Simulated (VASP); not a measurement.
# Rh (P6_3/mmc) in VASP: notebook, part 2 of 3

VASP 6.6.1. Earlier steps stand in the parts before.

**3. Relaxation of cell and atoms, r2SCAN, target pressure 20 GPa, at which the enthalpy is minimised**

Input file POSCAR:

```
Rh
1.0
    2.6800000000      0.0000000000      0.0000000000
   -1.3400000000      2.3209480821      0.0000000000
    0.0000000000      0.0000000000      4.3764400000
Rh
2
Direct
    0.3333333333      0.6666666667      0.2500000000
    0.6666666667      0.3333333333      0.7500000000
```

Input file INCAR.step1:

```
ALGO = Normal
EDIFF = 1E-4
ENCUT = 600
GGA = PE
ISMEAR = 0
LASPH = T
LCHARG = F
LREAL = F
LWAVE = T
NELM = 60
PREC = Accurate
SIGMA = 0.1
```

Input file INCAR.step2:

```
ALGO = Normal
EDIFF = 1E-6
EDIFFG = -0.02
ENCUT = 600
IBRION = 2
ISIF = 3
ISMEAR = 0
ISTART = 1
LASPH = T
LCHARG = F
LMIXTAU = T
LREAL = F
LWAVE = F
METAGGA = R2SCAN
NELM = 60
NSW = 80
PREC = Accurate
PSTRESS = 200.0
SIGMA = 0.1
```

Input file KPOINTS:

```
k-points
0
Gamma
  10 10 5
```

Potentials or basis: VASP PAW PBE potentials, release 64 (Rh_pv).

Launch:

```
$ cat potpaw_PBE.64/Rh_pv/POTCAR > POTCAR
$ cp INCAR.step1 INCAR
$ mpirun -np 1 vasp_std > vasp.out
$ cp INCAR.step2 INCAR
$ mpirun -np 1 vasp_std > vasp.out
```

OUTCAR:

```text
EDIFF = 1E-6
   EDIFFG = -0.02
   ENCUT = 600
   IBRION = 2
   ISIF = 3
   ISMEAR = 0
   ISTART = 1
   LASPH = T
   LREAL = F
   METAGGA = R2SCAN
   NELM = 60
   NSW = 80
   PREC = Accurate
   PSTRESS = 200.0

 ion  position               nearest neighbor table
   1  0.333  0.667  0.250-   2 2.68   2 2.68   2 2.68   2 2.68   2 2.68   2 2.68
   2  0.667  0.333  0.750-   1 2.68   1 2.68   1 2.68   1 2.68   1 2.68   1 2.68

  LATTYP: Found a hexagonal cell.
 ALAT       =     2.6800000000
 C/A-ratio  =     1.6330000000

  Lattice vectors:

 A1 = (   2.6800000000,   0.0000000000,   0.0000000000)
 A2 = (  -1.3400000000,   2.3209480821,   0.0000000000)
 A3 = (   0.0000000000,   0.0000000000,   4.3764400000)

Analysis of symmetry for initial positions (statically):
=====================================================================
 Subroutine PRICEL returns:
 Original cell was already a primitive cell.

 Routine SETGRP: Setting up the symmetry group for a
 hexagonal supercell.

 Subroutine GETGRP returns: Found 24 space group operations
 (whereof 12 operations were pure point group operations)
 out of a pool of 24 trial point group operations.

The static configuration has the point symmetry D_3d.
 The point group associated with its full space group is D_6h.

Analysis of symmetry for dynamics (positions and initial velocities):
=====================================================================
 Subroutine PRICEL returns:
 Original cell was already a primitive cell.

 Routine SETGRP: Setting up the symmetry group for a
 hexagonal supercell.

 Subroutine GETGRP returns: Found 24 space group operations
 (whereof 12 operations were pure point group operations)
 out of a pool of 24 trial point group operations.

The dynamic configuration has the point symmetry D_3d.
 The point group associated with its full space group is D_6h.

 Subroutine INISYM returns: Found 24 space group operations
 (whereof 12 operations are pure point group operations),
 and found     1 'primitive' translations

----------------------------------------------------------------------------------------

                                     Primitive cell

  volume of cell :      27.2221

  direct lattice vectors                    reciprocal lattice vectors
     2.680000000  0.000000000  0.000000000     0.373134328  0.215429205  0.000000000
    -1.340000000  2.320948082  0.000000000     0.000000000  0.430858410  0.000000000
     0.000000000  0.000000000  4.376440000     0.000000000  0.000000000  0.228496221

  length of vectors
     2.680000000  2.680000000  4.376440000     0.430858410  0.430858410  0.228496221

  position of ions in fractional coordinates (direct lattice)
     0.333333333  0.666666667  0.250000000
     0.666666667  0.333333333  0.750000000

  ion indices of the primitive-cell ions
   primitive index   ion index
                 1           1
                 2           2

----------------------------------------------------------------------------------------
[... 29 lines left out ...]
  0.200000  0.000000  0.000000      6.000000
  0.300000  0.000000  0.000000      6.000000
  0.400000  0.000000  0.000000      6.000000
  0.500000  0.000000  0.000000      3.000000
[... 16 lines left out ...]
  0.300000  0.100000  0.200000     24.000000
  0.400000  0.100000  0.200000     24.000000
 [... further k-points ...]
   k-points           NKPTS =     42   k-points in BZ     NKDIM =     42   number of bands    NBANDS=     19
   number of dos      NEDOS =    301   number of ions     NIONS =      2
   total plane-waves  NPLWV =  20736
   dimension x,y,z NGX =    24 NGY =   24 NGZ =   36
   dimension x,y,z NGXF=    48 NGYF=   48 NGZF=   72
   ions per type =               2
   NGX,Y,Z   is equivalent  to a cutoff of  14.89, 14.89, 13.68 a.u.
   NGXF,Y,Z  is equivalent  to a cutoff of  29.78, 29.78, 27.35 a.u.
 SYSTEM =  unknown system
   PREC   = accura    normal or accurate (medium, high low for compatibility)
   ISTART =      1    job   : 0-new  1-cont  2-samecut
   ICHARG =      0    charge: 1-file 2-atom 10-const
   ISPIN  =      1    spin polarized calculation?
   LNONCOLLINEAR =      F non collinear calculations
   LSORBIT =      F    spin-orbit coupling
   LASPH  =      T    aspherical Exc in radial PAW
   ENCUT  =  600.0 eV  44.10 Ry    6.64 a.u.   5.35  5.35  8.74*2*pi/ulx,y,z
   NELM   =     60;   NELMIN=  2; NELMDL=  0     # of ELM steps
   EDIFF  = 0.1E-05   stopping-criterion for ELM
   LREAL  =      F    real-space projection
   EDIFFG = -.2E-01   stopping-criterion for IOM
   NSW    =     80    number of steps for IOM
   IBRION =      2    ionic relax: 0-MD 1-quasi-New 2-CG
   NFREE  =      1    steps in history (QN), initial steepest desc. (CG)
   ISIF   =      3    stress and relaxation
   ISYM   =      2    0-nonsym 1-usesym 2-fastsym
   POTIM  = 0.5000    time-step for ionic-motion
   TEBEG  =    0.0;   TEEND  =   0.0 temperature during run
   PSTRESS=  200.0 pullay stress
   NELECT =      30.0000    total number of electrons
   NUPDOWN=      -1.0000    fix difference up-down
   EMIN   =  10.00;   EMAX   =-10.00  energy-range for DOS
   EFERMI =   0.00;   METHOD = LEGACY
   ISMEAR =     0;   SIGMA  =   0.10  broadening in eV -4-tet -1-fermi 0-gaus
   EFERMI_NEDOS =   21; number of points for ismear=-14 and -15
   IALGO  =     38    algorithm
   IMIX   =      4    mixing-type and parameters
     AMIX     =   0.40;   BMIX     =  1.00
     AMIX_MAG =   1.60;   BMIX_MAG =  1.00
  volume/ion in A,a.u.               =      13.61        91.85
  Fermi-wavevector in a.u.,A,eV,Ry     =   1.690992  3.195511 38.905226  2.859453
  Thomas-Fermi vector in A             =   2.772839
   LORBIT       =      0    0 simple, 1 ext, 2 COOP (PROOUT), +10 PAW based schemes
   METAGGA = R2SCAN    functional components
   LHFCALC =     F    Hartree Fock is set to
   AEXX    =    0.0000 exact exchange contribution
   IVDW    =     0    specifies the selected vdW correction
   LEPSILON=     F    determine dielectric tensor
   LRPA    =     F    only Hartree local field effects (RPA)
 conjugate gradient relaxation of ions
 non-spin polarized calculation
 Gauss-broadening in eV      SIGMA  =   0.10
  energy-cutoff  :      600.00
  volume of cell :       27.22
 maximum number of plane-waves:       923
 NGX is ok and might be reduce to    24
   NGX = 11   NGY = 11   NGZ = 17

--------------------------------------- Ionic step        1  -------------------------------------------

 number of electron      30.0000005 magnetization

 Free energy of the ion-electron system (eV)
  ---------------------------------------------------
  ext. energy  EPLUGINS =         0.00000000
  ---------------------------------------------------
  free energy    TOTEN  =       -48.17464244 eV

  energy without entropy =      -48.16202963  energy(sigma->0) =      -48.16833604

------------------------ aborting loop because EDIFF is reached ----------------------------------------

  FORCE on cell =-STRESS in cart. coord.  units (eV):
  Direction    XX          YY          ZZ          XY          YZ          ZX
  --------------------------------------------------------------------------------------
  -------------------------------------------------------------------------------------
  Total        0.8366652      0.8366652      0.6049132      0.0000000     -0.0000000      0.0000000
  in kB       49.2426152     49.2426152     35.6026628      0.0000000     -0.0000000      0.0000000
  external PRESSURE =    -155.3040356 kB  Pullay stress =     200.0000000 kB
[... 215 lines left out ...]
--------------------------------------- Ionic step        7  -------------------------------------------

 number of electron      30.0000001 magnetization

 Free energy of the ion-electron system (eV)
  ---------------------------------------------------
  ext. energy  EPLUGINS =         0.00000000
  ---------------------------------------------------
  free energy    TOTEN  =       -48.08388481 eV

  energy without entropy =      -48.07225412  energy(sigma->0) =      -48.07806946

 E-fermi :  12.9146     XC(G=0): -15.6293

 val. band max:       12.8935658691   @ k =   0.3000   0.1000   0.4000
 cond. band min:      12.9482079080   @ k =   0.5000   0.0000   0.2000
 fundamental gap:      0.0546420389
 Fermi energy:        12.9145904380

 k-point     1 :       0.0000    0.0000    0.0000
  band No.  band energies     occupation
      1     -36.0290      2.00000
      2     -35.2036      2.00000
      3     -35.2036      2.00000
      4     -35.0706      2.00000
      5     -35.0706      2.00000
      6     -35.0675      2.00000
[... 505 lines left out ...]
      6     -35.2371      2.00000
[... 11 lines left out ...]
     18      19.1401      0.00000
     19      23.4412      0.00000

 [... further k-points ...]

------------------------ aborting loop because EDIFF is reached ----------------------------------------

  FORCE on cell =-STRESS in cart. coord.  units (eV):
  Direction    XX          YY          ZZ          XY          YZ          ZX
  --------------------------------------------------------------------------------------
  -------------------------------------------------------------------------------------
  Total        3.2632268      3.2632268      3.2663766     -0.0000000      0.0000000      0.0000000
  in kB      201.0929272    201.0929272    201.2870265     -0.0000000      0.0000000      0.0000000
  external PRESSURE =       1.1576270 kB  Pullay stress =     200.0000000 kB
[... 21 lines left out ...]
  energy  without entropy=      -48.0722541184  energy(sigma->0) =      -48.07806946

  enthalpy is  TOTEN    =       -44.8383934111 eV   P V=        3.2454913963

 reached required accuracy - stopping structural energy minimisation
```

OUTCAR.step1:

```text
EDIFF = 1E-4
   ENCUT = 600
   GGA = PE
   ISMEAR = 0
   LASPH = T
[... 752 lines left out ...]
 -----------------------------------------------------------------------------------
     -0.00000      1.54730      1.09411        -0.000000     -0.000000      0.000000
      1.34000      0.77365      3.28233         0.000000      0.000000      0.000000
 -----------------------------------------------------------------------------------
    total drift:                               -0.000000      0.000000     -0.000000

  FREE ENERGIE OF THE ION-ELECTRON SYSTEM (eV)
  ---------------------------------------------------
  free  energy   TOTEN  =       -14.4108996474 eV

  energy  without entropy=      -14.3970794386  energy(sigma->0) =      -14.40398954
```

It took 3.4 min on 1 thread of Intel Xeon 6975P-C (Granite Rapids), shared host; peak memory 0.18 GiB.

What came out:

| Quantity | Value |
| --- | --- |
| Free energy | -48.0839 eV |
| Relaxed volume | 13.00 Å³/atom |
| Relaxed cell | a = 2.642 Å, b = 2.642 Å, c = 4.300 Å, α = 90.00°, β = 90.00°, γ = 120.00° |
| Space group after relaxing (to 0.1 Å) | P6_3/mmc (No. 194) |
| Energy change on relaxing (the run minimises the enthalpy) | +45.4 meV/atom |
| Ionic steps | 7 |
| Pressure after relaxing | 20.1 GPa |
| Band gap on the k mesh | zero (bands 15 and 16 overlap by 2.58 eV) |

The path:
```
step  energy change (eV)  largest force (eV/Å)  pressure (GPa)  volume (Å³)
   1              0.0000                0.0000            4.47        27.22
   2              1.3588                0.0000          102.03        22.35
   3              0.0808                0.0000           18.92        26.08
   4              0.0881                0.0000           19.79        26.02
   5              0.0910                0.0000           20.13        26.00
   6              0.0907                0.0000           20.12        26.00
   7              0.0908                0.0000           20.12        26.00
```

Final structure:
```
CELL_PARAMETERS angstrom
2.64230 0.00000 0.00000
-1.32115 2.28830 0.00000
0.00000 0.00000 4.29998
ATOMIC_POSITIONS crystal
Rh 0.33333 0.66667 0.25000
Rh 0.66667 0.33333 0.75000
```

Caveat: the cell is relaxed towards a set pressure, so the run minimises the enthalpy, not the energy; the PAW data sets were made with another functional, which shifts forces and pressure a little.

**4. Relaxation of cell and atoms, r2SCAN, target pressure 40 GPa, at which the enthalpy is minimised**

POSCAR is that of step 3.

Input file INCAR.step1:

```
SYSTEM = Rh
ALGO = Normal ; EDIFF = 1E-4
ENCUT = 600 ; GGA = PE
ISMEAR = 0 ; LASPH = .True.
LCHARG = .False. ; LREAL = .False.
LWAVE = .True. ; NELM = 100
PREC = Accurate ; SIGMA = 0.1
```

Input file INCAR.step2:

```
SYSTEM = Rh
ALGO = Normal ; EDIFF = 1E-6
EDIFFG = -0.02 ; ENCUT = 600
IBRION = 2 ; ISIF = 3
ISMEAR = 0 ; ISTART = 1
LASPH = .True. ; LCHARG = .False.
LMIXTAU = .True. ; LREAL = .False.
LWAVE = .False. ; METAGGA = R2SCAN
NELM = 100 ; NSW = 80
PREC = Accurate ; PSTRESS = 400.0
SIGMA = 0.1
```

Input file KPOINTS:

```
k-points
0
Gamma
  10 10 5
  0 0 0
```

Launch:

```
$ cat potpaw_PBE.64/Rh_pv/POTCAR > POTCAR
$ cp INCAR.step1 INCAR
$ mpirun -np 1 vasp_std > vasp.out
$ cp INCAR.step2 INCAR
$ mpirun -np 1 vasp_std > vasp.out
```

It took 4.5 min on 1 thread of Intel Xeon 6975P-C (Granite Rapids), shared host; peak memory 0.19 GiB.

Results (log left out):

```
Free energy                                                : -47.8659 eV
Relaxed volume                                             : 12.41 Å³/atom
Relaxed cell                                               : a = 2.601 Å, b = 2.601 Å, c = 4.235 Å, α = 90.00°, β = 90.00°, γ = 120.00°
Space group after relaxing (to 0.1 Å)                      : P6_3/mmc (No. 194)
Energy change on relaxing (the run minimises the enthalpy) : +154.4 meV/atom
Ionic steps                                                : 9
Pressure after relaxing                                    : 39.8 GPa
Band gap on the k mesh                                     : zero (bands 15 and 16 overlap by 2.78 eV)
```

Step by step:
```csv
step,energy change (eV),largest force (eV/Å),pressure (GPa),volume (Å³)
1,0.0000,0.0000,4.47,27.22
2,9.4324,0.0000,453.10,16.98
3,0.2257,0.0000,33.18,25.18
4,0.2743,0.0000,37.16,24.96
5,0.3114,0.0000,40.03,24.81
6,0.2999,0.0000,39.11,24.85
7,0.3008,0.0000,39.20,24.85
8,0.3006,0.0000,39.21,24.85
9,0.3088,0.0000,39.85,24.82
```

Final structure:
```cif
data_structure
_symmetry_space_group_name_H-M 'P 1'
_symmetry_Int_Tables_number 1
_cell_length_a 2.6011
_cell_length_b 2.6011
_cell_length_c 4.2354
_cell_angle_alpha 90.000
_cell_angle_beta 90.000
_cell_angle_gamma 120.000
_cell_volume 24.82
loop_
_atom_site_label
_atom_site_type_symbol
_atom_site_fract_x
_atom_site_fract_y
_atom_site_fract_z
_atom_site_occupancy
Rh1 Rh 0.33333 0.66667 0.25000 1
Rh2 Rh 0.66667 0.33333 0.75000 1
```

Levels at points of the mesh, in eV from the Fermi level:
```csv
k point,band 11,band 12,band 13,band 14,band 15,band 16,band 17,band 18,band 19
"(0.00, 0.00, 0.00)",-3.73,-3.10,-3.10,-2.30,-2.30,0.15,0.15,0.70,10.09
"(0.50, 0.00, 0.00)",-3.33,-2.73,-2.51,0.55,0.74,0.92,3.59,6.06,11.74
```

Caveat: the cell is relaxed towards a set pressure, so the run minimises the enthalpy, not the energy; the PAW data sets were made with another functional, which shifts forces and pressure a little.

(Part 2 of 3 ends here.)
